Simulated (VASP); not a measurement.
# WS2 in VASP: notebook

Runs on WS2. Level: PBEsol+D3(BJ). Tasks: single point.

All numbers are computed with VASP 6.6.1; they aren't measurements. Logs are shortened: lines on timing, memory, paths and dates and some standing lists are left out, and cuts for length are marked.

## 1. The cell of the first run

The cell holds a slab with vacuum, 3 atoms: a = 3.124 Å, b = 3.124 Å, c = 16.938 Å, α = 90.00°, β = 90.00°, γ = 120.00°.

## 2. Single point, PBEsol+D3(BJ)

File INCAR:

```
SYSTEM = WS2
  ALGO = Normal
  EDIFF = 1E-6
  ENCUT = 520
  GGA = PS
  ISIF = 2
  ISMEAR = 0
  IVDW = 12
  LASPH = .True.
  LCHARG = .False.
  LREAL = .False.
  LWAVE = .False.
  NBANDS = 20
  NELM = 60
  PREC = Accurate
  SIGMA = 0.02
```

File KPOINTS:

```
k-points
0
Gamma
  12 12 2
  0 0 0
```

File POSCAR:

```
WS2
1.0
    3.1239380587      0.0000000000      0.0000000000
   -1.5619690294      2.7054097187      0.0000000000
    0.0000000000      0.0000000000     16.9375357456
W S
1 2
Direct
    0.3333333333      0.6666666667      0.0000000000
    0.6666666667      0.3333333333      0.9071511715
    0.6666666667      0.3333333333      0.0928488285
```

Potentials or basis: VASP PAW PBE potentials, release 64 (W_sv, S).

The run is started by

```console
$ cat potpaw_PBE.64/W_sv/POTCAR potpaw_PBE.64/S/POTCAR > POTCAR
$ mpirun -np 1 vasp_std > vasp.out
```

OUTCAR:

```text
SYSTEM = WS2
   EDIFF = 1E-6
   ENCUT = 520
   GGA = PS
   ISIF = 2
   ISMEAR = 0
   IVDW = 12
   LASPH = .True.
   LREAL = .False.
   NELM = 60
   PREC = Accurate
 IVDW          = 12

 ion  position               nearest neighbor table
   1  0.333  0.667  0.000-   2 2.39   3 2.39   2 2.39   3 2.39   2 2.39   3 2.39
   2  0.667  0.333  0.907-   1 2.39   1 2.39   1 2.39
   3  0.667  0.333  0.093-   1 2.39   1 2.39   1 2.39

  LATTYP: Found a hexagonal cell.
 ALAT       =     3.1239380587
 C/A-ratio  =     5.4218538996

  Lattice vectors:

 A1 = (   3.1239380587,   0.0000000000,   0.0000000000)
 A2 = (  -1.5619690294,   2.7054097187,   0.0000000000)
 A3 = (   0.0000000000,   0.0000000000,  16.9375357456)

Analysis of symmetry for initial positions (statically):
=====================================================================
 Subroutine PRICEL returns:
 Original cell was already a primitive cell.

 Routine SETGRP: Setting up the symmetry group for a
 hexagonal supercell.

 Subroutine GETGRP returns: Found 12 space group operations
 (whereof 12 operations were pure point group operations)
 out of a pool of 24 trial point group operations.

The static configuration has the point symmetry D_3h.

Analysis of symmetry for dynamics (positions and initial velocities):
=====================================================================
 Subroutine PRICEL returns:
 Original cell was already a primitive cell.

 Routine SETGRP: Setting up the symmetry group for a
 hexagonal supercell.

 Subroutine GETGRP returns: Found 12 space group operations
 (whereof 12 operations were pure point group operations)
 out of a pool of 24 trial point group operations.

The dynamic configuration has the point symmetry D_3h.

 Subroutine INISYM returns: Found 12 space group operations
 (whereof 12 operations are pure point group operations),
 and found     1 'primitive' translations

----------------------------------------------------------------------------------------

                                     Primitive cell

  volume of cell :     143.1481

  direct lattice vectors                    reciprocal lattice vectors
     3.123938059  0.000000000  0.000000000     0.320108780  0.184814890  0.000000000
    -1.561969029  2.705409719  0.000000000     0.000000000  0.369629780  0.000000000
     0.000000000  0.000000000 16.937535746     0.000000000  0.000000000  0.059040466

  length of vectors
     3.123938059  3.123938059 16.937535746     0.369629780  0.369629780  0.059040466

  position of ions in fractional coordinates (direct lattice)
     0.333333333  0.666666667  0.000000000
     0.666666667  0.333333333  0.907151171
     0.666666667  0.333333333  0.092848829

  ion indices of the primitive-cell ions
   primitive index   ion index
                 1           1
                 2           2
                 3           3

----------------------------------------------------------------------------------------

 KPOINTS: k-points

Automatic generation of k-mesh.
 Grid dimensions read from file:
 generate k-points for:   12   12    2

 Generating k-lattice:

  Cartesian coordinates                     Fractional coordinates (reciprocal lattice)
     0.026675732  0.015401241  0.000000000     0.083333333  0.000000000  0.000000000
     0.000000000  0.030802482  0.000000000     0.000000000  0.083333333  0.000000000
     0.000000000  0.000000000  0.029520233     0.000000000  0.000000000  0.500000000

  Length of vectors
     0.030802482  0.030802482  0.029520233

  Shift w.r.t. Gamma in fractional coordinates (k-lattice)
     0.000000000  0.000000000  0.000000000

 Subroutine IBZKPT returns following result:
 ===========================================

 Found     38 irreducible k-points:

 Following reciprocal coordinates:
            Coordinates               Weight
  0.000000  0.000000  0.000000      1.000000
  0.083333 -0.000000  0.000000      6.000000
  0.166667  0.000000  0.000000      6.000000
  0.250000 -0.000000  0.000000      6.000000
  0.333333 -0.000000  0.000000      6.000000
  0.416667 -0.000000  0.000000      6.000000
[... 16 lines left out ...]
  0.250000 -0.000000  0.500000      6.000000
  0.333333 -0.000000  0.500000      6.000000
 [... further k-points ...]
   k-points           NKPTS =     38   k-points in BZ     NKDIM =     38   number of bands    NBANDS=     20
   number of dos      NEDOS =    301   number of ions     NIONS =      3
   total plane-waves  NPLWV =  72576
   dimension x,y,z NGX =    24 NGY =   24 NGZ =  126
   dimension x,y,z NGXF=    48 NGYF=   48 NGZF=  252
   ions per type =               1   2
   NGX,Y,Z   is equivalent  to a cutoff of  12.77, 12.77, 12.37 a.u.
   NGXF,Y,Z  is equivalent  to a cutoff of  25.54, 25.54, 24.73 a.u.
 SYSTEM =  WS2
   PREC   = accura    normal or accurate (medium, high low for compatibility)
   ISTART =      0    job   : 0-new  1-cont  2-samecut
   ICHARG =      2    charge: 1-file 2-atom 10-const
   ISPIN  =      1    spin polarized calculation?
   LNONCOLLINEAR =      F non collinear calculations
   LSORBIT =      F    spin-orbit coupling
   LASPH  =      T    aspherical Exc in radial PAW
   ENCUT  =  520.0 eV  38.22 Ry    6.18 a.u.   5.81  5.81 31.49*2*pi/ulx,y,z
   NELM   =     60;   NELMIN=  2; NELMDL= -5     # of ELM steps
   EDIFF  = 0.1E-05   stopping-criterion for ELM
   LREAL  =      F    real-space projection
   EDIFFG = 0.1E-04   stopping-criterion for IOM
   NSW    =      0    number of steps for IOM
   IBRION =     -1    ionic relax: 0-MD 1-quasi-New 2-CG
   NFREE  =      0    steps in history (QN), initial steepest desc. (CG)
   ISIF   =      2    stress and relaxation
   ISYM   =      2    0-nonsym 1-usesym 2-fastsym
   POTIM  = 0.5000    time-step for ionic-motion
   TEBEG  =    0.0;   TEEND  =   0.0 temperature during run
   PSTRESS=    0.0 pullay stress
   NELECT =      26.0000    total number of electrons
   NUPDOWN=      -1.0000    fix difference up-down
   EMIN   =  10.00;   EMAX   =-10.00  energy-range for DOS
   EFERMI =   0.00;   METHOD = LEGACY
   ISMEAR =     0;   SIGMA  =   0.02  broadening in eV -4-tet -1-fermi 0-gaus
   EFERMI_NEDOS =   21; number of points for ismear=-14 and -15
   IALGO  =     38    algorithm
   IMIX   =      4    mixing-type and parameters
     AMIX     =   0.40;   BMIX     =  1.00
     AMIX_MAG =   1.60;   BMIX_MAG =  1.00
  volume/ion in A,a.u.               =      47.72       322.00
  Fermi-wavevector in a.u.,A,eV,Ry     =   0.927123  1.752009 11.694985  0.859557
  Thomas-Fermi vector in A             =   2.053159
   LORBIT       =      0    0 simple, 1 ext, 2 COOP (PROOUT), +10 PAW based schemes
   GGA     = PS    functional components
   LHFCALC =     F    Hartree Fock is set to
   AEXX    =    0.0000 exact exchange contribution
   IVDW    =    12    specifies the selected vdW correction
   LEPSILON=     F    determine dielectric tensor
   LRPA    =     F    only Hartree local field effects (RPA)
 non-spin polarized calculation
 Gauss-broadening in eV      SIGMA  =   0.02
  energy-cutoff  :      520.00
  volume of cell :      143.15
 maximum number of plane-waves:      3892
 NGX is ok and might be reduce to    24
   NGX = 11   NGY = 11   NGZ = 63

 number of electron      25.9999999 magnetization

 Free energy of the ion-electron system (eV)
  ---------------------------------------------------
  ext. energy  EPLUGINS =         0.00000000
  ---------------------------------------------------
  free energy    TOTEN  =       -25.24345326 eV

  energy without entropy =      -25.24345326  energy(sigma->0) =      -25.24345326

 E-fermi :  -0.8731     XC(G=0):  -4.6386

 val. band max:       -1.0618537756   @ k =   0.3333   0.3333   0.0000
 cond. band min:       0.9283274983   @ k =   0.1667   0.1667   0.0000
 fundamental gap:      1.9901812739
 Fermi energy:        -0.8730901155

 k-point     1 :       0.0000    0.0000    0.0000
  band No.  band energies     occupation
      1     -74.9407      2.00000
      2     -39.2383      2.00000
      3     -39.0171      2.00000
      4     -39.0171      2.00000
      5     -16.0311      2.00000
      6     -14.3378      2.00000
[... 12 lines left out ...]
     19       4.4539      0.00000
     20       4.6569      0.00000

 k-point     2 :       0.0833   -0.0000    0.0000
  band No.  band energies     occupation
      1     -74.9392      2.00000
      2     -39.2332      2.00000
      3     -39.0453      2.00000
      4     -39.0236      2.00000
      5     -15.9066      2.00000
      6     -14.2911      2.00000
[... 12 lines left out ...]
     19       4.5970      0.00000
     20       5.1080      0.00000

 k-point     3 :       0.1667    0.0000    0.0000
  band No.  band energies     occupation
      1     -74.9351      2.00000
      2     -39.2192      2.00000
      3     -39.1216      2.00000
      4     -39.0413      2.00000
      5     -15.5516      2.00000
      6     -14.1583      2.00000
[... 12 lines left out ...]
     19       5.0092      0.00000
     20       5.9093      0.00000

 k-point     4 :       0.2500   -0.0000    0.0000
  band No.  band energies     occupation
      1     -74.9296      2.00000
      2     -39.2242      2.00000
      3     -39.2001      2.00000
      4     -39.0653      2.00000
      5     -15.0218      2.00000
      6     -13.9623      2.00000
[... 12 lines left out ...]
     19       5.6280      0.00000
     20       6.3705      0.00000

 k-point     5 :       0.3333   -0.0000    0.0000
  band No.  band energies     occupation
      1     -74.9241      2.00000
      2     -39.3251      2.00000
      3     -39.1808      2.00000
      4     -39.0893      2.00000
      5     -14.4165      2.00000
      6     -13.7451      2.00000
[... 12 lines left out ...]
     19       6.2169      0.00000
     20       6.3643      0.00000
[... 353 lines left out ...]
      6     -14.2911      2.00000
[... 12 lines left out ...]
     19       4.4357      0.00000
     20       5.2641      0.00000

 k-point    22 :       0.1667    0.0000    0.5000
  band No.  band energies     occupation
      1     -74.9351      2.00000
      2     -39.2192      2.00000
      3     -39.1216      2.00000
      4     -39.0413      2.00000
      5     -15.5516      2.00000
      6     -14.1583      2.00000
[... 12 lines left out ...]
     19       4.9159      0.00000
     20       6.1819      0.00000

 k-point    23 :       0.2500   -0.0000    0.5000
  band No.  band energies     occupation
      1     -74.9296      2.00000
      2     -39.2242      2.00000
      3     -39.2001      2.00000
      4     -39.0653      2.00000
      5     -15.0218      2.00000
      6     -13.9623      2.00000
[... 12 lines left out ...]
     19       5.4619      0.00000
     20       6.7429      0.00000

 k-point    24 :       0.3333   -0.0000    0.5000
  band No.  band energies     occupation
      1     -74.9241      2.00000
      2     -39.3251      2.00000
      3     -39.1808      2.00000
      4     -39.0893      2.00000
      5     -14.4165      2.00000
      6     -13.7451      2.00000
[... 12 lines left out ...]
     19       6.1513      0.00000
     20       6.4546      0.00000

 [... further k-points ...]

------------------------ aborting loop because EDIFF is reached ----------------------------------------

 Edisp (eV)   -0.75938

 E8    (eV) :    -0.5104

  FORCE on cell =-STRESS in cart. coord.  units (eV):
  Direction    XX          YY          ZZ          XY          YZ          ZX
  --------------------------------------------------------------------------------------
  -------------------------------------------------------------------------------------
  Total       0.02174     0.02174     0.01161    -0.00000    -0.00000    -0.00000
  in kB       0.24329     0.24329     0.13000    -0.00000    -0.00000    -0.00000
  external pressure =        0.21 kB  Pullay stress =        0.00 kB

 VOLUME and BASIS-vectors are now :
 -----------------------------------------------------------------------------
  energy-cutoff  :      520.00
  volume of cell :      143.15
      direct lattice vectors                 reciprocal lattice vectors
     3.123938059  0.000000000  0.000000000     0.320108780  0.184814890  0.000000000
    -1.561969029  2.705409719  0.000000000     0.000000000  0.369629780  0.000000000
     0.000000000  0.000000000 16.937535746     0.000000000  0.000000000  0.059040466

 POSITION                                       TOTAL-FORCE (eV/Angst)
 -----------------------------------------------------------------------------------
     -0.00000      1.80361      0.00000         0.000000     -0.000000      0.000000
      1.56197      0.90180     15.36491        -0.000000      0.000000     -0.017255
      1.56197      0.90180      1.57263         0.000000      0.000000      0.017255
 -----------------------------------------------------------------------------------
    total drift:                               -0.000000      0.000000     -0.000000

  FREE ENERGIE OF THE ION-ELECTRON SYSTEM (eV)
  ---------------------------------------------------
  free  energy   TOTEN  =       -26.0028344905 eV

  energy  without entropy=      -26.0028344905  energy(sigma->0) =      -26.00283449
```

It took 4.2 min on 1 thread of Intel Xeon 8259CL, shared host; peak memory 0.31 GiB.

Results:

| Quantity | Value |
| --- | --- |
| Free energy | -26.0028 eV |
| Largest force | 0.017 eV/Å |
| Band gap on the k mesh | 1.99 eV (least direct gap 2.04 eV) |
| Dispersion energy per atom | -0.253 eV |

Forces on the atoms (eV/Å):
```
W    0.000  0.000  0.000
S    0.000  0.000 -0.017
S    0.000  0.000  0.017
```

Caveat: there is no dipole correction, which matters where the two faces differ; the PAW data sets were made with another functional, which shifts forces and pressure a little; spin-orbit coupling is left out, which moves the levels of the heavy elements.

## 3. Single point, PBEsol+D3(BJ)

File INCAR:

```
PREC     = Accurate       # precision mode
ENCUT    = 520            # plane-wave cutoff, eV
EDIFF    = 1E-6           # SCF threshold, eV
ISMEAR   = 0              # smearing method
SIGMA    = 0.05           # smearing width, eV
LREAL    = F              # projectors in reciprocal space
LASPH    = T              # aspherical terms in the spheres
NELM     = 60             # most SCF steps
ALGO     = Normal         # electronic algorithm
ISIF     = 2              # what is computed and relaxed
LWAVE    = F              # write WAVECAR
LCHARG   = T              # write CHGCAR
GGA      = PS             # functional
IVDW     = 12             # dispersion correction
LELF     = T              # ELF
LVHAR    = T            
NBANDS   = 20             # bands
```

File KPOINTS:

```
Automatic mesh
0
Gamma
  12 12 2
```

POSCAR is that of step 2.

Potentials or basis: VASP PAW PBE potentials, release 64 (W_sv, S).

The run is started by

```console
$ cat potpaw_PBE.64/W_sv/POTCAR potpaw_PBE.64/S/POTCAR > POTCAR
$ mpirun -np 1 vasp_std > vasp.out
```

Run time: 4.3 min. Hardware: 1 thread of Intel Xeon 8259CL, shared host; peak memory 0.31 GiB.

Results (log left out):

```yaml
Free_energy: -26.0028 eV
Largest_force: 0.017 eV/Å
Band_gap_on_the_k_mesh: 1.99 eV (least direct gap 2.04 eV)
Dispersion_energy_per_atom: -0.253 eV
```

Forces on the atoms (eV/Å):
```
W    0.000  0.000  0.000
S    0.000  0.000 -0.017
S    0.000  0.000  0.017
```

Levels at points of the mesh, in eV from the valence-band top:
```tsv
k point	band 9	band 10	band 11	band 12	band 13	band 14	band 15	band 16	band 17	band 18
(0.00, 0.00, 0.00)	-2.82	-2.28	-1.52	-1.52	-0.22	3.05	3.05	3.20	3.20	5.11
(0.50, 0.00, 0.00)	-4.57	-3.43	-2.26	-1.13	-0.99	3.11	3.48	4.10	4.90	5.25
(0.00, 0.00, 0.50)	-2.82	-2.28	-1.52	-1.52	-0.22	3.05	3.05	3.20	3.20	5.21
(0.50, 0.00, 0.50)	-4.57	-3.43	-2.26	-1.13	-0.99	3.11	3.48	4.10	4.90	5.25
```

Caveat: there is no dipole correction, which matters where the two faces differ; the PAW data sets were made with another functional, which shifts forces and pressure a little; spin-orbit coupling is left out, which moves the levels of the heavy elements.
